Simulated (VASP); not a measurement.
# SnSe (Fm-3m) in VASP: settings compared, part 2 of 2

VASP 6.6.1. The steps go on from the part before.

**4. Electric field gradients, PBEsol**

Contents of INCAR:

```
SYSTEM = SnSe
PREC = Accurate ; ENCUT = 400
EDIFF = 1E-8 ; ISMEAR = -1
SIGMA = 0.02 ; LREAL = .FALSE.
LASPH = .TRUE. ; NELM = 120
ALGO = Normal ; ISIF = 2
LWAVE = .FALSE. ; LCHARG = .FALSE.
GGA = PS ; LEFG = .TRUE.
NBANDS = 17 ; GGA_COMPAT = .FALSE.
```

Contents of KPOINTS:

```
regular mesh
0
G
  13 13 13
  0 0 0
```

Contents of POSCAR:

```
SnSe
1.0
    0.0000000000      3.0100000000      3.0100000000
    3.0100000000      0.0000000000      3.0100000000
    3.0100000000      3.0100000000      0.0000000000
Sn Se
1 1
Direct
    0.0000000000      0.0000000000      0.0000000000
    0.5000000000      0.5000000000      0.5000000000
```

Potentials or basis: VASP PAW PBE potentials, release 64 (Sn_d, Se).

Launch:

```sh
$ cat potpaw_PBE.64/Sn_d/POTCAR potpaw_PBE.64/Se/POTCAR > POTCAR
$ mpirun -np 1 vasp_std > vasp.out
```

OUTCAR:

```text
SYSTEM = SnSe
   PREC = Accurate
   ENCUT = 400
   EDIFF = 1E-8
   ISMEAR = -1
   LREAL = .FALSE.
   LASPH = .TRUE.
   NELM = 120
   ISIF = 2
   GGA = PS

 ion  position               nearest neighbor table
   1  0.000  0.000  0.000-   2 3.01   2 3.01   2 3.01   2 3.01   2 3.01   2 3.01
   2  0.500  0.500  0.500-   1 3.01   1 3.01   1 3.01   1 3.01   1 3.01   1 3.01

  LATTYP: Found a face centered cubic cell.
 ALAT       =     6.0200000000

  Lattice vectors:

 A1 = (   0.0000000000,   3.0100000000,   3.0100000000)
 A2 = (   3.0100000000,   0.0000000000,   3.0100000000)
 A3 = (   3.0100000000,   3.0100000000,   0.0000000000)

Analysis of symmetry for initial positions (statically):
=====================================================================
 Subroutine PRICEL returns:
 Original cell was already a primitive cell.

 Routine SETGRP: Setting up the symmetry group for a
 face centered cubic supercell.

 Subroutine GETGRP returns: Found 48 space group operations
 (whereof 48 operations were pure point group operations)
 out of a pool of 48 trial point group operations.

The static configuration has the point symmetry O_h .

Analysis of symmetry for dynamics (positions and initial velocities):
=====================================================================
 Subroutine PRICEL returns:
 Original cell was already a primitive cell.

 Routine SETGRP: Setting up the symmetry group for a
 face centered cubic supercell.

 Subroutine GETGRP returns: Found 48 space group operations
 (whereof 48 operations were pure point group operations)
 out of a pool of 48 trial point group operations.

The dynamic configuration has the point symmetry O_h .

 Subroutine INISYM returns: Found 48 space group operations
 (whereof 48 operations are pure point group operations),
 and found     1 'primitive' translations

----------------------------------------------------------------------------------------

                                     Primitive cell

  volume of cell :      54.5418

  direct lattice vectors                    reciprocal lattice vectors
     0.000000000  3.010000000  3.010000000    -0.166112957  0.166112957  0.166112957
     3.010000000  0.000000000  3.010000000     0.166112957 -0.166112957  0.166112957
     3.010000000  3.010000000  0.000000000     0.166112957  0.166112957 -0.166112957

  length of vectors
     4.256782823  4.256782823  4.256782823     0.287716081  0.287716081  0.287716081

  position of ions in fractional coordinates (direct lattice)
     0.000000000  0.000000000  0.000000000
     0.500000000  0.500000000  0.500000000

  ion indices of the primitive-cell ions
   primitive index   ion index
                 1           1
                 2           2

----------------------------------------------------------------------------------------

 KPOINTS: regular mesh

[... 72 lines left out ...]
   NFREE  =      0    steps in history (QN), initial steepest desc. (CG)
   ISIF   =      2    stress and relaxation
   ISYM   =      2    0-nonsym 1-usesym 2-fastsym
   POTIM  = 0.5000    time-step for ionic-motion
   TEBEG  =    0.0;   TEEND  =   0.0 temperature during run
   PSTRESS=    0.0 pullay stress
   NELECT =      20.0000    total number of electrons
   NUPDOWN=      -1.0000    fix difference up-down
   EMIN   =  10.00;   EMAX   =-10.00  energy-range for DOS
   EFERMI =   0.00;   METHOD = LEGACY
   ISMEAR =    -1;   SIGMA  =   0.02  broadening in eV -4-tet -1-fermi 0-gaus
   EFERMI_NEDOS =   21; number of points for ismear=-14 and -15
   IALGO  =     38    algorithm
   IMIX   =      4    mixing-type and parameters
     AMIX     =   0.40;   BMIX     =  1.00
     AMIX_MAG =   1.60;   BMIX_MAG =  1.00
  volume/ion in A,a.u.               =      27.27       184.03
  Fermi-wavevector in a.u.,A,eV,Ry     =   1.171768  2.214321 18.681350  1.373040
  Thomas-Fermi vector in A             =   2.308207
   LORBIT       =      0    0 simple, 1 ext, 2 COOP (PROOUT), +10 PAW based schemes
   GGA     = PS    functional components
   LHFCALC =     F    Hartree Fock is set to
   AEXX    =    0.0000 exact exchange contribution
   IVDW    =     0    specifies the selected vdW correction
   LEPSILON=     F    determine dielectric tensor
   LRPA    =     F    only Hartree local field effects (RPA)
 non-spin polarized calculation
  energy-cutoff  :      400.00
  volume of cell :       54.54
 maximum number of plane-waves:      1010
   NGX = 13   NGY = 13   NGZ = 13

 number of electron      19.9999997 magnetization

 Free energy of the ion-electron system (eV)
  ---------------------------------------------------
  ext. energy  EPLUGINS =         0.00000000
  ---------------------------------------------------
  free energy    TOTEN  =        -8.96417342 eV

  energy without entropy =       -8.96417242  energy(sigma->0) =       -8.96417292

 E-fermi :   5.5964     XC(G=0):  -9.7741

 val. band max:        5.4138041525   @ k =  -0.3846   0.0769   0.0000
 cond. band min:       5.7924624567   @ k =  -0.4615   0.0769   0.0000
 fundamental gap:      0.3786583042
 Fermi energy:         5.5963868620

 k-point     1 :       0.0000    0.0000    0.0000
  band No.  band energies     occupation
      1     -16.0405      2.00000
      2     -16.0405      2.00000
      3     -16.0405      2.00000
      4     -16.0396      2.00000
      5     -16.0396      2.00000
      6      -8.4293      2.00000
[... 457 lines left out ...]
      4     -16.0301      2.00000
      5     -16.0265      2.00000
      6      -7.4912      2.00000
[... 9 lines left out ...]
     16      15.9223      0.00000
     17      15.9284      0.00000

 [... further k-points ...]

------------------------ aborting loop because EDIFF is reached ----------------------------------------

  FORCE on cell =-STRESS in cart. coord.  units (eV):
  Direction    XX          YY          ZZ          XY          YZ          ZX
  --------------------------------------------------------------------------------------
  -------------------------------------------------------------------------------------
  Total       -0.6093705     -0.6093705     -0.6093705      0.0000000      0.0000000     -0.0000000
  in kB      -17.9003914    -17.9003914    -17.9003914      0.0000000      0.0000000     -0.0000000
  external PRESSURE =     -17.9003914 kB  Pullay stress =       0.0000000 kB

 VOLUME and BASIS-vectors are now :
 -----------------------------------------------------------------------------
  energy-cutoff  :      400.00
  volume of cell :       54.54
      direct lattice vectors                 reciprocal lattice vectors
     0.000000000  3.010000000  3.010000000    -0.166112957  0.166112957  0.166112957
     3.010000000  0.000000000  3.010000000     0.166112957 -0.166112957  0.166112957
     3.010000000  3.010000000  0.000000000     0.166112957  0.166112957 -0.166112957

 POSITION                                       TOTAL-FORCE (eV/Angst)
 -----------------------------------------------------------------------------------
      0.00000      0.00000      0.00000         0.000000     -0.000000     -0.000000
      3.01000      3.01000      3.01000        -0.000000      0.000000      0.000000
 -----------------------------------------------------------------------------------
    total drift:                               -0.000000      0.000000      0.000000

  FREE ENERGIE OF THE ION-ELECTRON SYSTEM (eV)
  ---------------------------------------------------
  free  energy   TOTEN  =        -8.9641734218 eV

  energy  without entropy=       -8.9641724208  energy(sigma->0) =       -8.96417292

 Electric field gradients (V/A^2)
---------------------------------------------------------------------
 ion       V_xx      V_yy      V_zz      V_xy      V_xz      V_yz
---------------------------------------------------------------------
   1      -0.000     0.000     0.000     0.002     0.002     0.002
   2      -0.000     0.000     0.000    -0.000    -0.000    -0.000
---------------------------------------------------------------------

 Electric field gradients after diagonalization (V/A^2)
 (convention: |V_zz| > |V_xx| > |V_yy|)
----------------------------------------------------------------------
 ion       V_xx      V_yy      V_zz     asymmetry (V_yy - V_xx)/ V_zz
----------------------------------------------------------------------
   1      -0.002    -0.002     0.003       0.000
   2       0.000     0.000    -0.000       0.000
----------------------------------------------------------------------

           NMR quadrupolar parameters

 Cq : quadrupolar parameter    Cq=e*Q*V_zz/h
 eta: asymmetry parameters     (V_yy - V_xx)/ V_zz
 Q  : nuclear electric quadrupole moment in mb (millibarn)
----------------------------------------------------------------------
 ion       Cq(MHz)       eta       Q (mb)
----------------------------------------------------------------------
   1       0.000       0.000       1.000
   2      -0.000       0.000       1.000
----------------------------------------------------------------------
```

Wall time 93 s (1 thread of Intel Xeon 8259CL, shared host); peak memory 0.19 GiB.

What came out:

* Free energy: -8.9642 eV
* Pressure: -1.8 GPa

Levels at points of the mesh, in eV from the Fermi level:
```
           k point  band 6  band 7  band 8  band 9  band 10  band 11  band 12  band 13  band 14  band 15
(0.00, 0.00, 0.00)  -14.03   -5.26   -2.33   -2.33    -2.33     4.13     4.13     4.13     5.65     5.65
```

Caveat: this odd mesh misses L, where the gap lies, so gap, dielectric constants and Born charges aren't listed; without QUAD_EFG the Cq values of the log hold for a quadrupole moment of 1 mb, not for the nuclei; the PAW data sets were made with another functional, which shifts forces and pressure a little; spin-orbit coupling is left out, which moves the levels of the heavy elements.

**5. Electric field gradients, r2SCAN**

POSCAR is that of step 4.

Contents of INCAR.step1:

```
SYSTEM = SnSe
ALGO     = Normal         ! electronic algorithm
EDIFF    = 1E-5           ! SCF threshold, eV
ENCUT    = 440            ! plane-wave cutoff, eV
GGA      = PE             ! functional
GGA_COMPAT= .False.      
ISMEAR   = -1             ! smearing method
LASPH    = .True.         ! aspherical terms in the spheres
LCHARG   = .False.        ! write CHGCAR
LREAL    = .False.        ! projectors in reciprocal space
LWAVE    = .True.         ! write WAVECAR
NBANDS   = 17             ! bands
NELM     = 120            ! most SCF steps
PREC     = Accurate       ! precision mode
SIGMA    = 0.02           ! smearing width, eV
```

Contents of INCAR.step2:

```
SYSTEM = SnSe
ALGO     = Normal         ! electronic algorithm
EDIFF    = 1E-8           ! SCF threshold, eV
ENCUT    = 440            ! plane-wave cutoff, eV
GGA_COMPAT= .False.      
ISIF     = 2              ! what is computed and relaxed
ISMEAR   = -1             ! smearing method
ISTART   = 1            
LASPH    = .True.         ! aspherical terms in the spheres
LCHARG   = .False.        ! write CHGCAR
LEFG     = .True.       
LMIXTAU  = .True.       
LREAL    = .False.        ! projectors in reciprocal space
LWAVE    = .False.        ! write WAVECAR
METAGGA  = R2SCAN         ! meta-GGA
NBANDS   = 17             ! bands
NELM     = 120            ! most SCF steps
PREC     = Accurate       ! precision mode
SIGMA    = 0.02           ! smearing width, eV
```

Contents of KPOINTS:

```
k-points
0
Gamma
  13 13 13
  0 0 0
```

Potentials or basis: VASP PAW PBE potentials, release 64 (Sn_d, Se).

Launch:

```sh
$ cat potpaw_PBE.64/Sn_d/POTCAR potpaw_PBE.64/Se/POTCAR > POTCAR
$ cp INCAR.step1 INCAR
$ mpirun -np 1 vasp_std > vasp.out
$ cp INCAR.step2 INCAR
$ mpirun -np 1 vasp_std > vasp.out
```

OUTCAR:

```text
SYSTEM = SnSe
   EDIFF = 1E-8
   ENCUT = 440
   ISIF = 2
   ISMEAR = -1
   ISTART = 1
   LASPH = .True.
   LREAL = .False.
   METAGGA = R2SCAN
   NELM = 120
   PREC = Accurate

 ion  position               nearest neighbor table
   1  0.000  0.000  0.000-   2 3.01   2 3.01   2 3.01   2 3.01   2 3.01   2 3.01
   2  0.500  0.500  0.500-   1 3.01   1 3.01   1 3.01   1 3.01   1 3.01   1 3.01

  LATTYP: Found a face centered cubic cell.
 ALAT       =     6.0200000000

  Lattice vectors:

 A1 = (   0.0000000000,   3.0100000000,   3.0100000000)
 A2 = (   3.0100000000,   0.0000000000,   3.0100000000)
 A3 = (   3.0100000000,   3.0100000000,   0.0000000000)

Analysis of symmetry for initial positions (statically):
=====================================================================
 Subroutine PRICEL returns:
 Original cell was already a primitive cell.

 Routine SETGRP: Setting up the symmetry group for a
 face centered cubic supercell.

 Subroutine GETGRP returns: Found 48 space group operations
 (whereof 48 operations were pure point group operations)
 out of a pool of 48 trial point group operations.

The static configuration has the point symmetry O_h .

Analysis of symmetry for dynamics (positions and initial velocities):
=====================================================================
 Subroutine PRICEL returns:
 Original cell was already a primitive cell.

 Routine SETGRP: Setting up the symmetry group for a
 face centered cubic supercell.

 Subroutine GETGRP returns: Found 48 space group operations
 (whereof 48 operations were pure point group operations)
 out of a pool of 48 trial point group operations.

[... 158 lines left out ...]
      2     -16.8376      2.00000
      3     -16.8354      2.00000
      4     -16.8354      2.00000
      5     -16.8354      2.00000
      6      -9.0093      2.00000
[... 457 lines left out ...]
      4     -16.8253      2.00000
      5     -16.8219      2.00000
      6      -8.0363      2.00000
[... 9 lines left out ...]
     16      16.5163      0.00000
     17      16.5483      0.00000

 [... further k-points ...]

------------------------ aborting loop because EDIFF is reached ----------------------------------------

  FORCE on cell =-STRESS in cart. coord.  units (eV):
  Direction    XX          YY          ZZ          XY          YZ          ZX
  --------------------------------------------------------------------------------------
  -------------------------------------------------------------------------------------
  Total        0.0126716      0.0126716      0.0126716      0.0000000      0.0000000      0.0000000
  in kB        0.3722310      0.3722310      0.3722310      0.0000000      0.0000000      0.0000000
  external PRESSURE =       0.3722310 kB  Pullay stress =       0.0000000 kB

 VOLUME and BASIS-vectors are now :
 -----------------------------------------------------------------------------
  energy-cutoff  :      440.00
  volume of cell :       54.54
      direct lattice vectors                 reciprocal lattice vectors
     0.000000000  3.010000000  3.010000000    -0.166112957  0.166112957  0.166112957
     3.010000000  0.000000000  3.010000000     0.166112957 -0.166112957  0.166112957
     3.010000000  3.010000000  0.000000000     0.166112957  0.166112957 -0.166112957

 POSITION                                       TOTAL-FORCE (eV/Angst)
 -----------------------------------------------------------------------------------
      0.00000      0.00000      0.00000        -0.000000     -0.000000      0.000000
      3.01000      3.01000      3.01000         0.000000      0.000000     -0.000000
 -----------------------------------------------------------------------------------
    total drift:                               -0.000000      0.000000      0.000000

  FREE ENERGIE OF THE ION-ELECTRON SYSTEM (eV)
  ---------------------------------------------------
  free  energy   TOTEN  =       -39.8716298835 eV

  energy  without entropy=      -39.8716298092  energy(sigma->0) =      -39.87162985

 Electric field gradients (V/A^2)
---------------------------------------------------------------------
 ion       V_xx      V_yy      V_zz      V_xy      V_xz      V_yz
---------------------------------------------------------------------
   1       0.000     0.000     0.000    -0.002    -0.002    -0.002
   2      -0.000    -0.000    -0.000     0.000     0.000     0.000
---------------------------------------------------------------------

 Electric field gradients after diagonalization (V/A^2)
 (convention: |V_zz| > |V_xx| > |V_yy|)
----------------------------------------------------------------------
 ion       V_xx      V_yy      V_zz     asymmetry (V_yy - V_xx)/ V_zz
----------------------------------------------------------------------
   1       0.002     0.002    -0.003       0.000
   2      -0.000    -0.000     0.000       0.000
----------------------------------------------------------------------

           NMR quadrupolar parameters

 Cq : quadrupolar parameter    Cq=e*Q*V_zz/h
 eta: asymmetry parameters     (V_yy - V_xx)/ V_zz
 Q  : nuclear electric quadrupole moment in mb (millibarn)
----------------------------------------------------------------------
 ion       Cq(MHz)       eta       Q (mb)
----------------------------------------------------------------------
   1      -0.000       0.000       1.000
   2       0.000       0.000       1.000
----------------------------------------------------------------------
```

OUTCAR.step1:

```text
SYSTEM = SnSe
   EDIFF = 1E-5
   ENCUT = 440
   GGA = PE
   ISMEAR = -1
   LASPH = .True.
   LREAL = .False.
[... 700 lines left out ...]
      0.00000      0.00000      0.00000        -0.000000     -0.000000      0.000000
      3.01000      3.01000      3.01000         0.000000      0.000000      0.000000
 -----------------------------------------------------------------------------------
    total drift:                               -0.000000      0.000000      0.000000

  FREE ENERGIE OF THE ION-ELECTRON SYSTEM (eV)
  ---------------------------------------------------
  free  energy   TOTEN  =        -8.2110342410 eV

  energy  without entropy=       -8.2110338862  energy(sigma->0) =       -8.21103406
```

Run time: 2.3 min. Hardware: 1 thread of Intel Xeon 6975P-C (Granite Rapids), shared host; peak memory 0.21 GiB.

What came out:

```yaml
Free_energy: -39.8716 eV
Pressure: 0.0 GPa
```

Caveat: this odd mesh misses L, where the gap lies, so gap, dielectric constants and Born charges aren't listed; without QUAD_EFG the Cq values of the log hold for a quadrupole moment of 1 mb, not for the nuclei; the PAW data sets were made with another functional, which shifts forces and pressure a little; spin-orbit coupling is left out, which moves the levels of the heavy elements.

**6. Overview**

```csv
level,potentials or basis,cutoff (eV),pressure (GPa)
PBE,"VASP PAW PBE potentials, release 64 (Sn_d, Se)",400,1.1
LDA,"VASP PAW LDA potentials, release 64 (Sn_d, Se)",400,-3.2
PBEsol,"VASP PAW PBE potentials, release 64 (Sn_d, Se)",400,-1.8
r2SCAN,"VASP PAW PBE potentials, release 64 (Sn_d, Se)",440,0.0
```

Alike in all rows: task electric field gradients; no spin polarisation; cell as given; k mesh 13 × 13 × 13; smearing fermi-dirac 0.02 eV.

Caveats: spin-orbit coupling is left out, which moves the levels of the heavy elements; the PAW data sets were made with another functional, which shifts forces and pressure a little (some runs).

Absolute energies hang on the potentials; compare differences alone.
